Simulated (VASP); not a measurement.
# ZnO (P6_3mc) in VASP: notebook

Runs on ZnO. Level: PBE. Tasks: relaxation of shape and atoms at fixed volume.

Everything below comes from runs of VASP 6.6.1. Logs are shortened: lines on timing, memory, paths and dates and some standing lists are left out, and cuts for length are marked.

## Step 1: The cell of the first run

It takes space group P6_3mc (No. 186, hexagonal). Conventional cell: a = 3.246 Å, b = 3.246 Å, c = 5.240 Å, α = 90.00°, β = 90.00°, γ = 120.00°. Within 2.6 Å of Zn (site symmetry 3m) lie 4 O at 1.98 to 1.99 Å. O (site symmetry 3m) has 4 Zn at 1.98 to 1.99 Å within 2.6 Å.

## Step 2: Relaxation of shape and atoms at fixed volume, PBE (11.96 Å³/atom)

File INCAR:

```
SYSTEM = ZnO
PREC = Accurate
ENCUT = 600
EDIFF = 1E-6
ISMEAR = 0
SIGMA = 0.02
LREAL = .FALSE.
LASPH = .TRUE.
NELM = 100
ALGO = Normal
ISIF = 4
LWAVE = .FALSE.
LCHARG = .FALSE.
GGA = PE
IBRION = 2
NSW = 50
EDIFFG = -0.01
```

File KPOINTS:

```
regular mesh
0
G
  9 9 6
  0 0 0
```

File POSCAR:

```
ZnO
1.0
    3.2463576255      0.0000000000      0.0000000000
   -1.6231788128      2.8114281735      0.0000000000
    0.0000000000      0.0000000000      5.2398029015
Zn O
2 2
Direct
    0.3333333333      0.6666666667      0.4999685881
    0.6666666667      0.3333333333     -0.0000314119
    0.6666666667      0.3333333333      0.3790414119
    0.3333333333      0.6666666667      0.8790414119
```

Potentials or basis: VASP PAW PBE potentials, release 64 (Zn, O).

Launch:

```console
> cat potpaw_PBE.64/Zn/POTCAR potpaw_PBE.64/O/POTCAR > POTCAR
> mpirun -np 1 vasp_std > vasp.out
```

OUTCAR:

```text
SYSTEM = ZnO
   PREC = Accurate
   ENCUT = 600
   EDIFF = 1E-6
   ISMEAR = 0
   LREAL = .FALSE.
   LASPH = .TRUE.
   NELM = 100
   ISIF = 4
   GGA = PE
   IBRION = 2
   NSW = 50
   EDIFFG = -0.01

 ion  position               nearest neighbor table
   1  0.333  0.667  0.500-   3 1.98   3 1.98   3 1.98   4 1.99
   2  0.667  0.333  1.000-   4 1.98   4 1.98   4 1.98   3 1.99
   3  0.667  0.333  0.379-   1 1.98   1 1.98   1 1.98   2 1.99
   4  0.333  0.667  0.879-   2 1.98   2 1.98   2 1.98   1 1.99

  LATTYP: Found a hexagonal cell.
 ALAT       =     3.2463576255
 C/A-ratio  =     1.6140559686

  Lattice vectors:

 A1 = (   3.2463576255,   0.0000000000,   0.0000000000)
 A2 = (  -1.6231788128,   2.8114281735,   0.0000000000)
 A3 = (   0.0000000000,   0.0000000000,   5.2398029015)

Analysis of symmetry for initial positions (statically):
=====================================================================
 Subroutine PRICEL returns:
 Original cell was already a primitive cell.

 Routine SETGRP: Setting up the symmetry group for a
 hexagonal supercell.

 Subroutine GETGRP returns: Found 12 space group operations
 (whereof  6 operations were pure point group operations)
 out of a pool of 24 trial point group operations.

The static configuration has the point symmetry C_3v.
 The point group associated with its full space group is C_6v.

Analysis of symmetry for dynamics (positions and initial velocities):
=====================================================================
 Subroutine PRICEL returns:
 Original cell was already a primitive cell.

 Routine SETGRP: Setting up the symmetry group for a
 hexagonal supercell.

 Subroutine GETGRP returns: Found 12 space group operations
 (whereof  6 operations were pure point group operations)
 out of a pool of 24 trial point group operations.

The dynamic configuration has the point symmetry C_3v.
 The point group associated with its full space group is C_6v.

 Subroutine INISYM returns: Found 12 space group operations
 (whereof  6 operations are pure point group operations),
 and found     1 'primitive' translations

----------------------------------------------------------------------------------------

                                     Primitive cell

  volume of cell :      47.8232

  direct lattice vectors                    reciprocal lattice vectors
     3.246357625  0.000000000  0.000000000     0.308037535  0.177845554  0.000000000
    -1.623178813  2.811428173  0.000000000     0.000000000  0.355691107  0.000000000
     0.000000000  0.000000000  5.239802902     0.000000000  0.000000000  0.190846873

  length of vectors
     3.246357625  3.246357626  5.239802902     0.355691107  0.355691107  0.190846873

  position of ions in fractional coordinates (direct lattice)
     0.333333333  0.666666667  0.499968588
     0.666666667  0.333333333  0.999968588
     0.666666667  0.333333333  0.379041412
     0.333333333  0.666666667  0.879041412

  ion indices of the primitive-cell ions
   primitive index   ion index
                 1           1
                 2           2
                 3           3
                 4           4

----------------------------------------------------------------------------------------

 KPOINTS: regular mesh

Automatic generation of k-mesh.
 Grid dimensions read from file:
 generate k-points for:    9    9    6

 Generating k-lattice:

  Cartesian coordinates                     Fractional coordinates (reciprocal lattice)
     0.034226393  0.019760617  0.000000000     0.111111111  0.000000000  0.000000000
     0.000000000  0.039521234  0.000000000     0.000000000  0.111111111  0.000000000
     0.000000000  0.000000000  0.031807812     0.000000000  0.000000000  0.166666667

  Length of vectors
     0.039521234  0.039521234  0.031807812

  Shift w.r.t. Gamma in fractional coordinates (k-lattice)
     0.000000000  0.000000000  0.000000000

 Subroutine IBZKPT returns following result:
 ===========================================

 Found     48 irreducible k-points:

 Following reciprocal coordinates:
            Coordinates               Weight
  0.000000  0.000000  0.000000      1.000000
  0.111111  0.000000  0.000000      6.000000
  0.222222  0.000000  0.000000      6.000000
  0.333333  0.000000  0.000000      6.000000
  0.444444  0.000000  0.000000      6.000000
  0.111111  0.111111  0.000000      6.000000
[... 16 lines left out ...]
  0.333333  0.222222  0.166667     24.000000
  0.333333  0.333333  0.166667      4.000000
 [... further k-points ...]
   k-points           NKPTS =     48   k-points in BZ     NKDIM =     48   number of bands    NBANDS=     22
   number of dos      NEDOS =    301   number of ions     NIONS =      4
   total plane-waves  NPLWV =  32928
   dimension x,y,z NGX =    28 NGY =   28 NGZ =   42
   dimension x,y,z NGXF=    56 NGYF=   56 NGZF=   84
   ions per type =               2   2
   NGX,Y,Z   is equivalent  to a cutoff of  14.34, 14.34, 13.33 a.u.
   NGXF,Y,Z  is equivalent  to a cutoff of  28.68, 28.68, 26.65 a.u.
 SYSTEM =  ZnO
   PREC   = accura    normal or accurate (medium, high low for compatibility)
   ISTART =      0    job   : 0-new  1-cont  2-samecut
   ICHARG =      2    charge: 1-file 2-atom 10-const
   ISPIN  =      1    spin polarized calculation?
   LNONCOLLINEAR =      F non collinear calculations
   LSORBIT =      F    spin-orbit coupling
   LASPH  =      T    aspherical Exc in radial PAW
   ENCUT  =  600.0 eV  44.10 Ry    6.64 a.u.   6.48  6.48 10.47*2*pi/ulx,y,z
   NELM   =    100;   NELMIN=  2; NELMDL= -5     # of ELM steps
   EDIFF  = 0.1E-05   stopping-criterion for ELM
   LREAL  =      F    real-space projection
   EDIFFG = -.1E-01   stopping-criterion for IOM
   NSW    =     50    number of steps for IOM
   IBRION =      2    ionic relax: 0-MD 1-quasi-New 2-CG
   NFREE  =      1    steps in history (QN), initial steepest desc. (CG)
   ISIF   =      4    stress and relaxation
   ISYM   =      2    0-nonsym 1-usesym 2-fastsym
   POTIM  = 0.5000    time-step for ionic-motion
   TEBEG  =    0.0;   TEEND  =   0.0 temperature during run
   PSTRESS=    0.0 pullay stress
   NELECT =      36.0000    total number of electrons
   NUPDOWN=      -1.0000    fix difference up-down
   EMIN   =  10.00;   EMAX   =-10.00  energy-range for DOS
   EFERMI =   0.00;   METHOD = LEGACY
   ISMEAR =     0;   SIGMA  =   0.02  broadening in eV -4-tet -1-fermi 0-gaus
   EFERMI_NEDOS =   21; number of points for ismear=-14 and -15
   IALGO  =     38    algorithm
   IMIX   =      4    mixing-type and parameters
     AMIX     =   0.40;   BMIX     =  1.00
     AMIX_MAG =   1.60;   BMIX_MAG =  1.00
  volume/ion in A,a.u.               =      11.96        80.68
  Fermi-wavevector in a.u.,A,eV,Ry     =   1.489234  2.814244 30.175238  2.217817
  Thomas-Fermi vector in A             =   2.602168
   LORBIT       =      0    0 simple, 1 ext, 2 COOP (PROOUT), +10 PAW based schemes
   GGA     = PE    functional components
   LHFCALC =     F    Hartree Fock is set to
   AEXX    =    0.0000 exact exchange contribution
   IVDW    =     0    specifies the selected vdW correction
   LEPSILON=     F    determine dielectric tensor
   LRPA    =     F    only Hartree local field effects (RPA)
 conjugate gradient relaxation of ions
 non-spin polarized calculation
 Gauss-broadening in eV      SIGMA  =   0.02
  energy-cutoff  :      600.00
  volume of cell :       47.82
 maximum number of plane-waves:      1629
 NGX is ok and might be reduce to    28
   NGX = 13   NGY = 13   NGZ = 21

 number of electron      36.0000012 magnetization

 Free energy of the ion-electron system (eV)
  ---------------------------------------------------
  ext. energy  EPLUGINS =         0.00000000
  ---------------------------------------------------
  free energy    TOTEN  =       -17.83565474 eV

  energy without entropy =      -17.83565474  energy(sigma->0) =      -17.83565474

 E-fermi :   1.3191     XC(G=0): -10.8865

 val. band max:        1.1639063438   @ k =   0.0000   0.0000   0.0000
 cond. band min:       1.9374885196   @ k =   0.0000   0.0000   0.0000
 fundamental gap:      0.7735821758
 Fermi energy:         1.3190659173

 k-point     1 :       0.0000    0.0000    0.0000
  band No.  band energies     occupation
      1     -16.8938      2.00000
      2     -16.1816      2.00000
      3      -4.5132      2.00000
      4      -4.5132      2.00000
      5      -4.4702      2.00000
      6      -4.4491      2.00000
[... 14 lines left out ...]
     21       9.3373      0.00000
     22      14.0506      0.00000

 k-point     2 :       0.1111    0.0000    0.0000
  band No.  band energies     occupation
      1     -16.8268      2.00000
      2     -16.1518      2.00000
      3      -4.5898      2.00000
      4      -4.4745      2.00000
      5      -4.4302      2.00000
      6      -4.3660      2.00000
[... 14 lines left out ...]
     21       9.3339      0.00000
     22      12.8709      0.00000

 k-point     3 :       0.2222    0.0000    0.0000
  band No.  band energies     occupation
      1     -16.6482      2.00000
      2     -16.0803      2.00000
      3      -4.7371      2.00000
      4      -4.4178      2.00000
      5      -4.3840      2.00000
      6      -4.2788      2.00000
[... 14 lines left out ...]
     21       9.3061      0.00000
     22      11.1681      0.00000

 k-point     4 :       0.3333    0.0000    0.0000
  band No.  band energies     occupation
      1     -16.4215      2.00000
      2     -16.0135      2.00000
      3      -4.8163      2.00000
      4      -4.4644      2.00000
      5      -4.3018      2.00000
      6      -4.1036      2.00000
[... 14 lines left out ...]
     21       9.1012      0.00000
     22       9.9651      0.00000

 k-point     5 :       0.4444    0.0000    0.0000
  band No.  band energies     occupation
      1     -16.2436      2.00000
      2     -15.9944      2.00000
      3      -4.7649      2.00000
      4      -4.5260      2.00000
      5      -4.2636      2.00000
      6      -3.9183      2.00000
[... 14 lines left out ...]
     21       8.7400      0.00000
     22       9.6608      0.00000

 k-point     6 :       0.1111    0.1111    0.0000
  band No.  band energies     occupation
      1     -16.7039      2.00000
      2     -16.1011      2.00000
      3      -4.6665      2.00000
      4      -4.4757      2.00000
      5      -4.3715      2.00000
      6      -4.3303      2.00000
[... 14 lines left out ...]
     21       9.3350      0.00000
     22      11.6963      0.00000

 k-point     7 :       0.2222    0.1111    0.0000
  band No.  band energies     occupation
      1     -16.5002      2.00000
      2     -16.0324      2.00000
      3      -4.7416      2.00000
      4      -4.4700      2.00000
      5      -4.3265      2.00000
      6      -4.2013      2.00000
[... 324 lines left out ...]
      6      -4.0563      2.00000
[... 14 lines left out ...]
     21       9.3793      0.00000
     22       9.7825      0.00000

 k-point    21 :       0.4444    0.1111    0.1667
  band No.  band energies     occupation
      1     -16.1748      2.00000
      2     -16.0075      2.00000
      3      -4.7270      2.00000
      4      -4.5342      2.00000
      5      -4.2615      2.00000
      6      -3.9565      2.00000
[... 14 lines left out ...]
     21       8.9596      0.00000
     22       9.7193      0.00000

 k-point    22 :       0.2222    0.2222    0.1667
  band No.  band energies     occupation
      1     -16.2891      2.00000
      2     -16.0136      2.00000
      3      -4.6439      2.00000
      4      -4.5699      2.00000
      5      -4.2186      2.00000
      6      -4.1662      2.00000
[... 14 lines left out ...]
     21       9.8105      0.00000
     22       9.9319      0.00000

 k-point    23 :       0.3333    0.2222    0.1667
  band No.  band energies     occupation
      1     -16.1434      2.00000
      2     -16.0077      2.00000
      3      -4.5924      2.00000
      4      -4.3908      2.00000
      5      -4.2302      2.00000
      6      -4.0451      2.00000
[... 14 lines left out ...]
     21       9.2596      0.00000
     22       9.7224      0.00000

 k-point    24 :       0.3333    0.3333    0.1667
  band No.  band energies     occupation
      1     -16.0497      2.00000
      2     -16.0497      2.00000
      3      -4.5302      2.00000
      4      -4.2569      2.00000
      5      -4.2569      2.00000
      6      -3.9171      2.00000
[... 14 lines left out ...]
     21       8.8833      0.00000
     22       9.2938      0.00000

 [... further k-points ...]
[... 5 lines left out ...]
  --------------------------------------------------------------------------------------
  -------------------------------------------------------------------------------------
  Total        1.5265321      1.5265321      1.5116100     -0.0000000     -0.0000000      0.0000000
  in kB       51.1420586     51.1420586     50.6421379     -0.0000000     -0.0000000      0.0000000
  external PRESSURE =      50.9754184 kB  Pullay stress =       0.0000000 kB

 VOLUME and BASIS-vectors are now :
 -----------------------------------------------------------------------------
  energy-cutoff  :      600.00
  volume of cell :       47.82
      direct lattice vectors                 reciprocal lattice vectors
     3.246357625  0.000000000  0.000000000     0.308037535  0.177845554  0.000000000
    -1.623178813  2.811428173  0.000000000     0.000000000  0.355691107  0.000000000
     0.000000000  0.000000000  5.239802902     0.000000000  0.000000000  0.190846873

 POSITION                                       TOTAL-FORCE (eV/Angst)
 -----------------------------------------------------------------------------------
     -0.00000      1.87429      2.61974         0.000000     -0.000000      0.001940
      1.62318      0.93714      5.23964        -0.000000     -0.000000      0.001940
      1.62318      0.93714      1.98610         0.000000     -0.000000     -0.001940
     -0.00000      1.87429      4.60600        -0.000000      0.000000     -0.001940
 -----------------------------------------------------------------------------------
    total drift:                                0.000000      0.000000     -0.000752

  FREE ENERGIE OF THE ION-ELECTRON SYSTEM (eV)
  ---------------------------------------------------
  free  energy   TOTEN  =       -17.8356547366 eV

  energy  without entropy=      -17.8356547366  energy(sigma->0) =      -17.83565474

 reached required accuracy - stopping structural energy minimisation
```

Run time: 34 s. Hardware: 1 thread of AMD EPYC 9R45 (Zen 5), shared host; peak memory 0.17 GiB.

What came out:

```
Free energy             : -17.8357 eV
Pressure after relaxing : 5.1 GPa
Band gap on the k mesh  : 0.77 eV
```

Final structure:
```yaml
crystal:
  lattice:
    - [3.24636, 0.00000, 0.00000]
    - [-1.62318, 2.81143, 0.00000]
    - [0.00000, 0.00000, 5.23980]
  atoms:
    - { symbol: Zn, position: [0.33333, 0.66667, 0.49997] }
    - { symbol: Zn, position: [0.66667, 0.33333, 0.99997] }
    - { symbol: O, position: [0.66667, 0.33333, 0.37904] }
    - { symbol: O, position: [0.33333, 0.66667, 0.87904] }
```

Levels at points of the mesh, in eV from the valence-band top:
```
           k point  band 14  band 15  band 16  band 17  band 18  band 19  band 20  band 21  band 22
(0.00, 0.00, 0.00)    -0.79    -0.79    -0.09     0.00     0.00     0.77     5.21     8.17    12.89
(0.00, 0.00, 0.50)    -2.25    -0.39    -0.39    -0.39    -0.39     3.44     3.44    10.04    10.04
```

Caveat: the relaxation stopped at its first step, so nothing moved.

## Step 3: Relaxation of shape and atoms at fixed volume, PBE (12.70 Å³/atom)

This run uses another cell than the first one, of 12.70 Å³/atom.

File INCAR:

```
PREC = Accurate
ENCUT = 600
EDIFF = 1E-6
ISMEAR = 0
SIGMA = 0.02
LREAL = False
LASPH = True
NELM = 80
ALGO = Normal
ISIF = 4
LWAVE = False
LCHARG = False
GGA = PE
IBRION = 2
NSW = 50
EDIFFG = -0.01
```

File KPOINTS:

```
regular mesh
0
Gamma
  9 9 6
```

File POSCAR:

```
ZnO
1.0
    3.3119582822      0.0000000000      0.0000000000
   -1.6559791411      2.8682400087      0.0000000000
    0.0000000000      0.0000000000      5.3456860329
Zn O
2 2
Direct
    0.3333333333      0.6666666667      0.4999685881
    0.6666666667      0.3333333333     -0.0000314119
    0.6666666667      0.3333333333      0.3790414119
    0.3333333333      0.6666666667      0.8790414119
```

Potentials or basis: VASP PAW PBE potentials, release 64 (Zn, O).

Launch:

```console
> cat potpaw_PBE.64/Zn/POTCAR potpaw_PBE.64/O/POTCAR > POTCAR
> mpirun -np 1 vasp_std > vasp.out
```

It took 38 s on 1 thread of AMD EPYC 9R45 (Zen 5), shared host; peak memory 0.19 GiB.

Results (log left out):

| Item | Value |
| --- | --- |
| Free energy | -17.8566 eV |
| Pressure after relaxing | -2.9 GPa |
| Band gap on the k mesh | 0.68 eV |

Final structure:
```xyz
4
Lattice="3.3120 0.0000 0.0000 -1.6560 2.8682 0.0000 0.0000 0.0000 5.3457" Properties=species:S:1:pos:R:3 pbc="T T T"
Zn    0.0000    1.9122    2.6727
Zn    1.6560    0.9561    5.3455
O     1.6560    0.9561    2.0262
O     0.0000    1.9122    4.6991
```

Levels at points of the mesh, in eV from the valence-band top:
| k point | band 15 | band 16 | band 17 | band 18 | band 19 | band 20 | band 21 | band 22 |
| --- | --- | --- | --- | --- | --- | --- | --- | --- |
| (0.00, 0.00, 0.00) | -0.72 | -0.07 | 0.00 | 0.00 | 0.68 | 4.98 | 7.97 | 12.58 |
| (0.00, 0.00, 0.50) | -0.36 | -0.36 | -0.36 | -0.36 | 3.29 | 3.29 | 9.79 | 9.79 |

Caveat: the relaxation stopped at its first step, so nothing moved.

(Continued in part 2 of 2.)
